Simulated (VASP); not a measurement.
Ti:

```
CELL_PARAMETERS angstrom
2.90120 0.00000 0.00000
-1.45060 2.51251 0.00000
0.00000 0.00000 4.59274
ATOMIC_POSITIONS crystal
Ti 0.33333 0.66667 0.25000
Ti 0.66667 0.33333 0.75000
```

Base run:

```yaml
Program: VASP 6.6.1
Functional: PBEsol
Potentials_or_basis: VASP PAW PBE potentials, release 64 (Ti_sv)
Cutoff: 520 eV
k_mesh: 10 × 10 × 6
Occupations: fermi-dirac, width 0.05 eV
Spin: no spin polarisation
```

Its results: band gap on the k mesh zero (band 12 reaches 9.40 eV, above the bottom of band 13 at 8.40 eV); pressure -0.4 GPa.

The run is repeated on the same cell with these changes: functional from PBEsol to r2SCAN. What comes out?

Band gap on the k mesh zero (band 12 reaches 9.68 eV, above the bottom of band 13 at 8.46 eV); pressure 4.6 GPa.

Caveats: the PAW data sets were made with another functional, which shifts forces and pressure a little.
